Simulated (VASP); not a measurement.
# Mn2H6Pb (P1) in VASP: single point with PBE

Aim: the single point of Mn2H6Pb with PBE.

All numbers are computed with VASP 6.6.1; they aren't measurements. Logs are shortened: lines on timing, memory, paths and dates and some standing lists are left out, and cuts for length are marked.

## 1. The cell of the first run

The typed cell holds 9 atoms: a = 4.764 Å, b = 4.737 Å, c = 4.758 Å, α = 60.22°, β = 60.66°, γ = 60.27°.

## 2. Single point, PBE, collinear spin, ferromagnetic start

File INCAR:

```
SYSTEM = Mn2H6Pb
  PREC = Accurate
  ENCUT = 500
  EDIFF = 1E-6
  ISMEAR = -1
  SIGMA = 0.1
  LREAL = .False.
  LASPH = .True.
  NELM = 200
  ALGO = Normal
  ISIF = 2
  LWAVE = .False.
  LCHARG = .False.
  ISPIN = 2
  MAGMOM = 0 0 0 0 0 0 0 4.5 4.5
  LORBIT = 11
  LMAXMIX = 4
  GGA = PE
  NBANDS = 37
  ISYM = 0
  GGA_COMPAT = .False.
```

File KPOINTS:

```
Automatic mesh
0
Gamma
  5 5 5
  0.5 0 0
```

File POSCAR:

```
Mn2H6Pb
1.0
   -0.0292040000      3.3622090000      3.3748180000
    3.3497180000     -0.0039870000      3.3496010000
    3.3708390000      3.3581130000     -0.0251080000
H Pb Mn
6 1 2
Direct
    0.7736040000      0.2249950000      0.2477940000
    0.1857130000      0.7568870000      0.3006630000
    0.2282060000      0.8019660000      0.7870970000
    0.7539730000      0.2209120000      0.7759500000
    0.2125280000      0.2088690000      0.7785860000
    0.7542270000      0.7401950000      0.2858470000
    0.0006370000      0.9818780000      0.9794930000
    0.2357120000      0.2864790000      0.2405700000
    0.7621000000      0.7742790000      0.7549000000
```

Potentials or basis: VASP PAW PBE potentials, release 64 (H, Pb_d, Mn_pv).

Command:

```sh
cat potpaw_PBE.64/H/POTCAR potpaw_PBE.64/Pb_d/POTCAR potpaw_PBE.64/Mn_pv/POTCAR > POTCAR
mpirun -np 1 vasp_std > vasp.out
```

OUTCAR:

```text
SYSTEM = Mn2H6Pb
   PREC = Accurate
   ENCUT = 500
   EDIFF = 1E-6
   ISMEAR = -1
   LREAL = .False.
   LASPH = .True.
   NELM = 200
   ISIF = 2
   ISPIN = 2
   LORBIT = 11
   GGA = PE
   ISYM = 0

 ion  position               nearest neighbor table
   1  0.774  0.225  0.248-   7 1.73
   2  0.186  0.757  0.301-   7 1.74
   3  0.228  0.802  0.787-   7 1.27
   4  0.754  0.221  0.776-   7 1.52
   5  0.213  0.209  0.779-   7 1.48
   6  0.754  0.740  0.286-   7 1.68
   7  0.001  0.982  0.979-   3 1.27   5 1.48   4 1.52   6 1.68   1 1.73   2 1.74   9 2.60   8 2.70
                             8 2.90   9 3.00   8 3.01   9 3.04   9 3.08   8 3.10
   8  0.236  0.286  0.241-   7 2.70   7 2.90   7 3.01   7 3.10
   9  0.762  0.774  0.755-   7 2.60   7 3.00   7 3.04   7 3.08

IMPORTANT INFORMATION: All symmetrisations will be switched off!
NOSYMM: (Re-)initialisation of all symmetry stuff for point group C_1.

----------------------------------------------------------------------------------------

                                     Primitive cell

  volume of cell :      76.5816

  direct lattice vectors                    reciprocal lattice vectors
    -0.029204000  3.362209000  3.374818000    -0.146879059  0.148535224  0.147060990
     3.349718000 -0.003987000  3.349601000     0.149088466 -0.148537372  0.149272544
     3.370839000  3.358113000 -0.025108000     0.147235221  0.148893534 -0.147063137

  length of vectors
     4.763895335  4.737135573  4.758162344     0.255466447  0.258017469  0.255880951

  position of ions in fractional coordinates (direct lattice)
     0.773604000  0.224995000  0.247794000
     0.185713000  0.756887000  0.300663000
     0.228206000  0.801966000  0.787097000
     0.753973000  0.220912000  0.775950000
     0.212528000  0.208869000  0.778586000
     0.754227000  0.740195000  0.285847000
     0.000637000  0.981878000  0.979493000
     0.235712000  0.286479000  0.240570000
     0.762100000  0.774279000  0.754900000

  ion indices of the primitive-cell ions
   primitive index   ion index
                 1           1
                 2           2
                 3           3
                 4           4
                 5           5
                 6           6
                 7           7
                 8           8
                 9           9

----------------------------------------------------------------------------------------

 KPOINTS: Automatic mesh

Automatic generation of k-mesh.
 Grid dimensions read from file:
 generate k-points for:    5    5    5

 Generating k-lattice:

  Cartesian coordinates                     Fractional coordinates (reciprocal lattice)
    -0.029375812  0.029707045  0.029412198     0.200000000  0.000000000 -0.000000000
     0.029817693 -0.029707474  0.029854509    -0.000000000  0.200000000 -0.000000000
     0.029447044  0.029778707 -0.029412627    -0.000000000  0.000000000  0.200000000

  Length of vectors
     0.051093289  0.051603494  0.051176190

  Shift w.r.t. Gamma in fractional coordinates (k-lattice)
     0.500000000  0.000000000  0.000000000

 Subroutine IBZKPT returns following result:
 ===========================================

 Found     63 irreducible k-points:

 Following reciprocal coordinates:
            Coordinates               Weight
  0.100000 -0.000000  0.000000      2.000000
  0.300000 -0.000000 -0.000000      2.000000
  0.500000 -0.000000  0.000000      1.000000
  0.100000  0.200000  0.000000      2.000000
  0.300000  0.200000 -0.000000      2.000000
  0.500000  0.200000  0.000000      2.000000
[... 16 lines left out ...]
 -0.100000  0.200000  0.200000      2.000000
  0.100000  0.400000  0.200000      2.000000
 [... further k-points ...]
   k-points           NKPTS =     63   k-points in BZ     NKDIM =     63   number of bands    NBANDS=     37
   number of dos      NEDOS =    301   number of ions     NIONS =      9
   total plane-waves  NPLWV =  46656
   dimension x,y,z NGX =    36 NGY =   36 NGZ =   36
   dimension x,y,z NGXF=    72 NGYF=   72 NGZF=   72
   ions per type =               6   1   2
   NGX,Y,Z   is equivalent  to a cutoff of  12.56, 12.63, 12.58 a.u.
   NGXF,Y,Z  is equivalent  to a cutoff of  25.13, 25.27, 25.16 a.u.
 SYSTEM =  Mn2H6Pb
   PREC   = accura    normal or accurate (medium, high low for compatibility)
   ISTART =      0    job   : 0-new  1-cont  2-samecut
   ICHARG =      2    charge: 1-file 2-atom 10-const
   ISPIN  =      2    spin polarized calculation?
   LNONCOLLINEAR =      F non collinear calculations
   LSORBIT =      F    spin-orbit coupling
   LASPH  =      T    aspherical Exc in radial PAW
   ENCUT  =  500.0 eV  36.75 Ry    6.06 a.u.   8.69  8.64  8.68*2*pi/ulx,y,z
   NELM   =    200;   NELMIN=  2; NELMDL= -5     # of ELM steps
   EDIFF  = 0.1E-05   stopping-criterion for ELM
   LREAL  =      F    real-space projection
   EDIFFG = 0.1E-04   stopping-criterion for IOM
   NSW    =      0    number of steps for IOM
   IBRION =     -1    ionic relax: 0-MD 1-quasi-New 2-CG
   NFREE  =      0    steps in history (QN), initial steepest desc. (CG)
   ISIF   =      2    stress and relaxation
   ISYM   =      0    0-nonsym 1-usesym 2-fastsym
   POTIM  = 0.5000    time-step for ionic-motion
   TEBEG  =    0.0;   TEEND  =   0.0 temperature during run
   PSTRESS=    0.0 pullay stress
   NELECT =      46.0000    total number of electrons
   NUPDOWN=      -1.0000    fix difference up-down
   EMIN   =  10.00;   EMAX   =-10.00  energy-range for DOS
   EFERMI =   0.00;   METHOD = LEGACY
   ISMEAR =    -1;   SIGMA  =   0.10  broadening in eV -4-tet -1-fermi 0-gaus
   EFERMI_NEDOS =   21; number of points for ismear=-14 and -15
   IALGO  =     38    algorithm
   IMIX   =      4    mixing-type and parameters
     AMIX     =   0.40;   BMIX     =  1.00
     AMIX_MAG =   1.60;   BMIX_MAG =  1.00
  volume/ion in A,a.u.               =       8.51        57.42
  Fermi-wavevector in a.u.,A,eV,Ry     =   1.381293  2.610266 25.959523  1.907971
  Thomas-Fermi vector in A             =   2.506091
   LORBIT       =     11    0 simple, 1 ext, 2 COOP (PROOUT), +10 PAW based schemes
   GGA     = PE    functional components
   LHFCALC =     F    Hartree Fock is set to
   AEXX    =    0.0000 exact exchange contribution
   IVDW    =     0    specifies the selected vdW correction
   LEPSILON=     F    determine dielectric tensor
   LRPA    =     F    only Hartree local field effects (RPA)
 spin polarized calculation
  energy-cutoff  :      500.00
  volume of cell :       76.58
 maximum number of plane-waves:      1957
 NGX is ok and might be reduce to    36
   NGX = 17   NGY = 17   NGZ = 17

 number of electron      45.9999998 magnetization       7.9597972

 Free energy of the ion-electron system (eV)
  ---------------------------------------------------
  ext. energy  EPLUGINS =         0.00000000
  ---------------------------------------------------
  free energy    TOTEN  =       -23.28405015 eV

  energy without entropy =      -23.15668867  energy(sigma->0) =      -23.22036941

 E-fermi :   7.2786     XC(G=0): -10.8664

 val. band max:        7.2767243406   @ k =   0.3000  -0.0000   0.4000
 cond. band min:       7.2826639292   @ k =   0.3000   0.2000   0.2000
 fundamental gap:      0.0059395886
 Fermi energy:         7.2786482087

 spin component 1

 k-point     1 :       0.1000   -0.0000    0.0000
  band No.  band energies     occupation
      1     -42.7369      1.00000
      2     -42.7086      1.00000
      3     -42.7001      1.00000
      4     -42.6877      1.00000
      5     -42.6603      1.00000
      6     -42.6257      1.00000
[... 27 lines left out ...]
     34      11.1115      0.00000
     35      11.6423      0.00000
[... 843 lines left out ...]
      5     -42.6609      1.00000
      6     -42.6259      1.00000
[... 27 lines left out ...]
     34      13.3764      0.00000
     35      15.0346      0.00000

 [... further k-points ...]

 spin component 2

 k-point     1 :       0.1000   -0.0000    0.0000
  band No.  band energies     occupation
      1     -38.8820      1.00000
      2     -38.8764      1.00000
      3     -38.8373      1.00000
      4     -38.8025      1.00000
      5     -38.7940      1.00000
      6     -38.7761      1.00000
[... 27 lines left out ...]
     34      12.1325      0.00000
     35      12.7357      0.00000
[... 843 lines left out ...]
      5     -38.7934      1.00000
      6     -38.7764      1.00000
[... 27 lines left out ...]
     34      13.9667      0.00000
     35      16.1693      0.00000

 [... further k-points ...]

 [bands above 35 left out]

------------------------ aborting loop because EDIFF is reached ----------------------------------------

  FORCE on cell =-STRESS in cart. coord.  units (eV):
  Direction    XX          YY          ZZ          XY          YZ          ZX
  --------------------------------------------------------------------------------------
  -------------------------------------------------------------------------------------
  Total       31.4532126     22.0134337     23.8932823     -0.8321743     -0.2501286     -1.8156977
  in kB      658.0379739    460.5467646    499.8753955    -17.4100601     -5.2329829    -37.9865186
  external PRESSURE =     539.4867113 kB  Pullay stress =       0.0000000 kB

 VOLUME and BASIS-vectors are now :
 -----------------------------------------------------------------------------
  energy-cutoff  :      500.00
  volume of cell :       76.58
      direct lattice vectors                 reciprocal lattice vectors
    -0.029204000  3.362209000  3.374818000    -0.146879059  0.148535224  0.147060990
     3.349718000 -0.003987000  3.349601000     0.149088466 -0.148537372  0.149272544
     3.370839000  3.358113000 -0.025108000     0.147235221  0.148893534 -0.147063137

 POSITION                                       TOTAL-FORCE (eV/Angst)
 -----------------------------------------------------------------------------------
      1.56635      3.43224      3.35819         3.632695      0.085545      0.048791
      3.54342      1.63105      3.15447         0.813242      4.033812     -0.454019
      5.33287      3.40724      3.43666       -18.274488      2.079657      1.906531
      3.33358      5.13986      3.26501         0.638637     -7.487857     -0.641761
      3.31793      3.32831      1.39732         0.792784      0.353218      8.748312
      3.42096      3.49282      5.01756         0.617553      0.553989     -4.498646
      6.59071      3.28748      3.26646        13.111829      1.358195     -4.876875
      1.76366      1.59923      1.74904        -0.331985     -0.083672     -0.129378
      5.11601      5.09429      5.14652        -1.000267     -0.892887     -0.102954
 -----------------------------------------------------------------------------------
    total drift:                               -0.000340      0.000490     -0.001160

  FREE ENERGIE OF THE ION-ELECTRON SYSTEM (eV)
  ---------------------------------------------------
  free  energy   TOTEN  =       -23.2840501537 eV

  energy  without entropy=      -23.1566886729  energy(sigma->0) =      -23.22036941

 total charge

# of ion       s       p       d       tot
------------------------------------------
    1        0.529   0.020   0.000   0.549
    2        0.538   0.020   0.000   0.558
    3        0.711   0.108   0.000   0.819
    4        0.584   0.037   0.000   0.621
    5        0.605   0.041   0.000   0.646
    6        0.537   0.023   0.000   0.560
    7        1.291   1.914  10.180  13.385
    8        0.197   6.109   5.183  11.489
    9        0.206   6.119   5.190  11.515
--------------------------------------------------
tot          5.197  14.392  20.553  40.142

 magnetization (x)

# of ion       s       p       d       tot
------------------------------------------
    1        0.014   0.001   0.000   0.015
    2        0.020   0.001   0.000   0.021
    3        0.026   0.001   0.000   0.026
    4        0.024   0.001   0.000   0.025
    5        0.027   0.002   0.000   0.028
    6        0.024   0.001   0.000   0.025
    7        0.026   0.015   0.041   0.081
    8        0.010   0.017   3.654   3.681
    9        0.012   0.018   3.622   3.652
--------------------------------------------------
tot          0.184   0.055   7.316   7.555
```

It took 10 min on 1 thread of Intel Xeon 8259CL, shared host; peak memory 0.41 GiB.

Results:

```yaml
Free_energy: -23.2841 eV
Pressure: 53.9 GPa
Largest_force: 18.491 eV/Å
Net_moment: 7.96 μB per cell
Site_moments: H +0.01, +0.02, +0.03 (each value once); Pb +0.08; Mn +3.68, +3.65 μB
Valence_electrons_inside_the_program's_atomic_spheres: H 0.55, 0.56, 0.82, 0.62, 0.65 (each value once); Pb 13.38; Mn 11.49, 11.52
```

Forces on the atoms (eV/Å):
```
H     3.633   0.086   0.049
H     0.813   4.034  -0.454
H   -18.274   2.080   1.907
H     0.639  -7.488  -0.642
H     0.793   0.353   8.748
H     0.618   0.554  -4.499
Pb   13.112   1.358  -4.877
Mn   -0.332  -0.084  -0.129
Mn   -1.000  -0.893  -0.103
```

Caveat: the cell stands under pressure; spin-orbit coupling is left out, which moves the levels of the heavy elements; forces of over 1 eV/Å act on the atoms, so gaps and moduli don't describe the material at rest.
